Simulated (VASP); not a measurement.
Set up this calculation in VASP 6.6.1, as the native input.

```yaml
Task: single point
Functional: PBE
Potentials_or_basis: VASP PAW PBE potentials, release 64 (Zn)
Cutoff: 520 eV
k_mesh: 24 × 24 × 10
Occupations: gaussian, width 0.15 eV
Spin: no spin polarisation
Dipole_correction: no
Further_INCAR_settings: ALGO = Fast; EDIFF = 1e-06; NBANDS = 19
```

The structure of Zn lies in POSCAR:

```
Zn
1.0
    2.8246859364      0.0000000000      0.0000000000
   -1.4123429682      2.4462497786      0.0000000000
    0.0000000000      0.0000000000      4.9467000000
Zn
2
Direct
    0.3333333333      0.6666666667      0.2500000000
    0.6666666667      0.3333333333      0.7500000000
```

This cell differs from its parent crystal: strain +0.0600 x Voigt [1, 1, 0, 0, 0, 0].

These files were run (other wordings do the same):

INCAR

```
ALGO = Fast ; EDIFF = 1E-6
ENCUT = 520 ; GGA = PE
ISIF = 2 ; ISMEAR = 0
LASPH = T ; LCHARG = F
LREAL = F ; LWAVE = F
NBANDS = 19 ; NELM = 60
PREC = Accurate ; SIGMA = 0.15
```

KPOINTS

```
k-points
0
Gamma
  24 24 10
```

Potentials or basis: VASP PAW PBE potentials, release 64 (Zn).

Launch:

```console
$ cat potpaw_PBE.64/Zn/POTCAR > POTCAR
$ mpirun -np 1 vasp_std > vasp.out
```

It gave:

| Property | Result |
| --- | --- |
| Pressure | -6.4 GPa |
| Band gap on the k mesh | zero (band 12 reaches 3.91 eV, above the bottom of band 13 at -0.12 eV) |

Caveat: the cell differs from its parent crystal (strain +0.0600 x Voigt [1, 1, 0, 0, 0, 0]).

Run time: 110 s on 1 thread of Intel(R) Xeon(R) Platinum 8488C (Sapphire Rapids), with other jobs on the host, peak memory 0.3 GiB.
